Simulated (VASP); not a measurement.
# SiGe3 (P2/m) in VASP: single point with PBEsol

Aim: the single point of SiGe3 with PBEsol.

Everything below comes from runs of VASP 6.6.1. Logs are shortened: lines on timing, memory, paths and dates and some standing lists are left out, and cuts for length are marked.

## Step 1: The cell of the first run

It takes space group P2/m (No. 10, monoclinic). Conventional cell: a = 6.519 Å, b = 3.949 Å, c = 6.835 Å, α = 90.00°, β = 90.01°, γ = 90.00°. Ge (site symmetry m) has 1 Si at 2.41 Å and 3 Ge at 2.43 to 2.44 Å within 3.2 Å. Ge (site symmetry m) has 4 Ge at 2.43 to 2.46 Å within 3.2 Å. Ge (site symmetry m) has 2 Si at 2.41 Å and 2 Ge at 2.46 to 2.47 Å within 3.2 Å. Within 3.1 Å of Si (site symmetry m) lie 1 Si at 2.36 Å and 3 Ge at 2.41 Å.

## Step 2: Single point, PBEsol

INCAR reads:

```
SYSTEM = SiGe3
  PREC = Accurate
  ENCUT = 500
  EDIFF = 1E-6
  ISMEAR = 0
  SIGMA = 0.1
  LREAL = .False.
  LASPH = .True.
  NELM = 120
  ALGO = Normal
  ISIF = 2
  LWAVE = .False.
  LCHARG = .False.
  GGA = PS
  NBANDS = 56
  GGA_COMPAT = .False.
```

KPOINTS reads:

```
regular mesh
0
Gamma
  4 2 2
  0 0 0
```

POSCAR reads:

```
SiGe3
1.0
   -3.9486555254      0.0000000000      0.0000000000
    0.0000000000      0.0006783467     -6.5187990450
    0.0000000000     -6.8350606210      0.0007119018
Ge Si
6 2
Direct
    0.0000000000     -0.0066109836      0.6653676729
    0.5000000000      0.0017155259      0.1679349276
    0.5000000000      0.5022494028      0.8287953106
    0.5000000000      0.6237505972      0.1712046894
    0.5000000000      0.1242844741      0.8320650724
    0.0000000000      0.1326109836      0.3346323271
    0.0000000000      0.5027014761      0.3375618788
    0.0000000000      0.6232985239      0.6624381212
```

Potentials or basis: VASP PAW PBE potentials, release 64 (Ge_d, Si).

On the command line:

```sh
cat potpaw_PBE.64/Ge_d/POTCAR potpaw_PBE.64/Si/POTCAR > POTCAR
mpirun -np 1 vasp_std > vasp.out
```

OUTCAR:

```text
SYSTEM = SiGe3
   PREC = Accurate
   ENCUT = 500
   EDIFF = 1E-6
   ISMEAR = 0
   LREAL = .False.
   LASPH = .True.
   NELM = 120
   ISIF = 2
   GGA = PS

 ion  position               nearest neighbor table
   1  0.000  0.993  0.665-   8 2.41   5 2.43   5 2.43   6 2.44
   2  0.500  0.002  0.168-   5 2.43   6 2.43   6 2.43   4 2.46
   3  0.500  0.502  0.829-   8 2.41   8 2.41   5 2.46   4 2.47
   4  0.500  0.624  0.171-   7 2.41   7 2.41   2 2.46   3 2.47
   5  0.500  0.124  0.832-   2 2.43   1 2.43   1 2.43   3 2.46
   6  0.000  0.133  0.335-   7 2.41   2 2.43   2 2.43   1 2.44
   7  0.000  0.503  0.338-   8 2.36   4 2.41   4 2.41   6 2.41
   8  0.000  0.623  0.662-   7 2.36   3 2.41   3 2.41   1 2.41

  LATTYP: Found a simple monoclinic cell.
 ALAT       =     6.5187990803
 B/A-ratio  =     0.6057335833
 C/A-ratio  =     1.0485153130
 COS(beta)  =    -0.0002082145

  Lattice vectors:

 A1 = (   0.0000000000,   0.0006783467,  -6.5187990450)
 A2 = (   3.9486555254,   0.0000000000,   0.0000000000)
 A3 = (   0.0000000000,  -6.8350606210,   0.0007119018)

Analysis of symmetry for initial positions (statically):
=====================================================================
 Subroutine PRICEL returns:
 Original cell was already a primitive cell.

 Routine SETGRP: Setting up the symmetry group for a
 simple monoclinic supercell.

 Subroutine GETGRP returns: Found  4 space group operations
 (whereof  2 operations were pure point group operations)
 out of a pool of  4 trial point group operations.

The static configuration has the point symmetry C_1h.
 The point group associated with its full space group is C_2h.

Analysis of symmetry for dynamics (positions and initial velocities):
=====================================================================
 Subroutine PRICEL returns:
 Original cell was already a primitive cell.

 Routine SETGRP: Setting up the symmetry group for a
 simple monoclinic supercell.

 Subroutine GETGRP returns: Found  4 space group operations
 (whereof  2 operations were pure point group operations)
 out of a pool of  4 trial point group operations.

The dynamic configuration has the point symmetry C_1h.
 The point group associated with its full space group is C_2h.

 Subroutine INISYM returns: Found  4 space group operations
[... 98 lines left out ...]
   EDIFFG = 0.1E-04   stopping-criterion for IOM
   NSW    =      0    number of steps for IOM
   IBRION =     -1    ionic relax: 0-MD 1-quasi-New 2-CG
   NFREE  =      0    steps in history (QN), initial steepest desc. (CG)
   ISIF   =      2    stress and relaxation
   ISYM   =      2    0-nonsym 1-usesym 2-fastsym
   POTIM  = 0.5000    time-step for ionic-motion
   TEBEG  =    0.0;   TEEND  =   0.0 temperature during run
   PSTRESS=    0.0 pullay stress
   NELECT =      92.0000    total number of electrons
   NUPDOWN=      -1.0000    fix difference up-down
   EMIN   =  10.00;   EMAX   =-10.00  energy-range for DOS
   EFERMI =   0.00;   METHOD = LEGACY
   ISMEAR =     0;   SIGMA  =   0.10  broadening in eV -4-tet -1-fermi 0-gaus
   EFERMI_NEDOS =   21; number of points for ismear=-14 and -15
   IALGO  =     38    algorithm
   IMIX   =      4    mixing-type and parameters
     AMIX     =   0.40;   BMIX     =  1.00
     AMIX_MAG =   1.60;   BMIX_MAG =  1.00
  volume/ion in A,a.u.               =      21.99       148.41
  Fermi-wavevector in a.u.,A,eV,Ry     =   1.318918  2.492393 23.667932  1.739544
  Thomas-Fermi vector in A             =   2.448853
   LORBIT       =      0    0 simple, 1 ext, 2 COOP (PROOUT), +10 PAW based schemes
   GGA     = PS    functional components
   LHFCALC =     F    Hartree Fock is set to
   AEXX    =    0.0000 exact exchange contribution
   IVDW    =     0    specifies the selected vdW correction
   LEPSILON=     F    determine dielectric tensor
   LRPA    =     F    only Hartree local field effects (RPA)
 non-spin polarized calculation
 Gauss-broadening in eV      SIGMA  =   0.10
  energy-cutoff  :      500.00
  volume of cell :      175.94
 maximum number of plane-waves:      4496
 NGX is ok and might be reduce to    30
   NGX = 15   NGY = 23   NGZ = 25

 number of electron      92.0000009 magnetization

 Free energy of the ion-electron system (eV)
  ---------------------------------------------------
  ext. energy  EPLUGINS =         0.00000000
  ---------------------------------------------------
  free energy    TOTEN  =       -40.75330418 eV

  energy without entropy =      -40.74126745  energy(sigma->0) =      -40.74728582

 E-fermi :   5.2718     XC(G=0):  -9.9959

 val. band max:        5.2713952351   @ k =   0.0000   0.0000   0.0000
 cond. band min:       5.3512446517   @ k =   0.5000   0.0000   0.5000
 fundamental gap:      0.0798494166
 Fermi energy:         5.2717604321

 k-point     1 :       0.0000    0.0000    0.0000
  band No.  band energies     occupation
      1     -19.6161      2.00000
      2     -19.5875      2.00000
      3     -19.5842      2.00000
      4     -19.5722      2.00000
      5     -19.5681      2.00000
      6     -19.5495      2.00000
[... 697 lines left out ...]
     55      10.8095      0.00000
     56      11.0986      0.00000

------------------------ aborting loop because EDIFF is reached ----------------------------------------

  FORCE on cell =-STRESS in cart. coord.  units (eV):
  Direction    XX          YY          ZZ          XY          YZ          ZX
  --------------------------------------------------------------------------------------
  -------------------------------------------------------------------------------------
  Total        1.5419443     -0.3099153     -1.3338322      0.0000000      0.0345221      0.0000000
  in kB       14.0417123     -2.8222426    -12.1465400      0.0000000      0.3143754      0.0000000
  external PRESSURE =      -0.3090235 kB  Pullay stress =       0.0000000 kB

 VOLUME and BASIS-vectors are now :
 -----------------------------------------------------------------------------
  energy-cutoff  :      500.00
  volume of cell :      175.94
      direct lattice vectors                 reciprocal lattice vectors
    -3.948655525  0.000000000  0.000000000    -0.253250757  0.000000000  0.000000000
     0.000000000  0.000678347 -6.518799045     0.000000000 -0.000015978 -0.153402491
     0.000000000 -6.835060621  0.000711902     0.000000000 -0.146304483 -0.000015224

 POSITION                                       TOTAL-FORCE (eV/Angst)
 -----------------------------------------------------------------------------------
      0.00000     -4.54715     -6.47523         0.000000      0.035443      0.053925
     -1.97433     -1.14784     -0.01106         0.000000      0.075473      0.036634
     -1.97433     -5.66453     -3.27347         0.000000     -0.023851     -0.018510
     -1.97433     -1.16977     -4.06598         0.000000      0.023851      0.018510
     -1.97433     -5.68713     -0.80959         0.000000     -0.075473     -0.036634
      0.00000     -2.28714     -0.86423         0.000000     -0.035443     -0.053925
      0.00000     -2.30691     -3.27677         0.000000     -0.043342      0.020432
      0.00000     -4.52738     -4.06269         0.000000      0.043342     -0.020432
 -----------------------------------------------------------------------------------
    total drift:                               -0.000000      0.000082      0.000252

  FREE ENERGIE OF THE ION-ELECTRON SYSTEM (eV)
  ---------------------------------------------------
  free  energy   TOTEN  =       -40.7533041819 eV

  energy  without entropy=      -40.7412674534  energy(sigma->0) =      -40.74728582
```

OSZICAR:

```text
N       E                     dE             d eps       ncg     rms          rms(c)
DAV:   1     0.107383182799E+04    0.10738E+04   -0.41380E+04  1624   0.404E+03
DAV:   2     0.169882592967E+03   -0.90395E+03   -0.87119E+03  1344   0.108E+03
DAV:   3    -0.243033987248E+02   -0.19419E+03   -0.18896E+03  1424   0.249E+02
DAV:   4    -0.409422451050E+02   -0.16639E+02   -0.16395E+02  1592   0.803E+01
DAV:   5    -0.414255456316E+02   -0.48330E+00   -0.48220E+00  1536   0.157E+01    0.751E+00
DAV:   6    -0.409618409562E+02    0.46370E+00   -0.30738E-01  1760   0.587E+00    0.428E+00
DAV:   7    -0.407490791946E+02    0.21276E+00   -0.43087E-01  1488   0.478E+00    0.375E-01
DAV:   8    -0.407515202726E+02   -0.24411E-02   -0.45098E-02  1600   0.355E+00    0.237E-01
DAV:   9    -0.407527824789E+02   -0.12622E-02   -0.70342E-03  1640   0.181E+00    0.107E-01
DAV:  10    -0.407531466822E+02   -0.36420E-03   -0.17068E-03  1576   0.112E+00    0.515E-02
DAV:  11    -0.407532763630E+02   -0.12968E-03   -0.57721E-04  1856   0.485E-01    0.178E-02
DAV:  12    -0.407533004426E+02   -0.24080E-04   -0.13671E-04  1640   0.140E-01    0.750E-03
DAV:  13    -0.407533036498E+02   -0.32072E-05   -0.20644E-05  1560   0.981E-02    0.272E-03
DAV:  14    -0.407533041819E+02   -0.53208E-06   -0.39131E-06  1304   0.554E-02
   1 F= -.40753304E+02 E0= -.40747286E+02  d E =-.120367E-01
```

It took 2 min on 1 thread of AMD EPYC 7R13, shared host; peak memory 0.29 GiB.

Results:

```
Free energy            : -40.7533 eV
Pressure               : 0.0 GPa
Largest force          : 0.084 eV/Å
Band gap on the k mesh : 0.01 eV
```

Forces on the atoms (eV/Å):
```
Ge   0.000  0.035  0.054
Ge   0.000  0.075  0.037
Ge   0.000 -0.024 -0.019
Ge   0.000  0.024  0.019
Ge   0.000 -0.075 -0.037
Ge   0.000 -0.035 -0.054
Si   0.000 -0.043  0.020
Si   0.000  0.043 -0.020
```

Stress tensor (GPa, compression positive):
```
 1.40  0.00  0.00
 0.00 -0.28  0.03
 0.00  0.03 -1.21
```

Levels at points of the mesh, in eV from the valence-band top:
```
           k point  band 43  band 44  band 45  band 46  band 47  band 48  band 49  band 50
(0.00, 0.00, 0.00)    -1.55    -0.31    -0.04     0.00     0.01     0.35     0.77     1.74
(0.50, 0.00, 0.00)    -2.85    -2.84    -2.73    -2.63     1.58     1.63     3.41     3.51
(0.00, 0.50, 0.00)    -1.16    -1.16    -0.81    -0.81     0.35     0.50     0.89     0.91
(0.50, 0.50, 0.00)    -2.52    -2.48    -2.32    -2.30     1.34     1.40     1.59     1.63
(0.00, 0.00, 0.50)    -1.49    -1.44    -0.95    -0.91     0.78     0.86     1.97     1.99
(0.50, 0.00, 0.50)    -3.01    -2.99    -1.58    -1.49     0.09     0.51     1.53     2.06
(0.00, 0.50, 0.50)    -2.11    -2.03    -1.81    -1.77     1.04     1.19     1.31     1.41
(0.50, 0.50, 0.50)    -2.58    -2.47    -2.44    -2.41     0.16     0.31     0.56     0.89
```

Caveat: the k points lie up to 0.48 Å⁻¹ apart; the smearing spreads over this small gap; the PAW data sets were made with another functional, which shifts forces and pressure a little.

The gap in the log of VASP goes by the Fermi energy; the results here count the filled bands.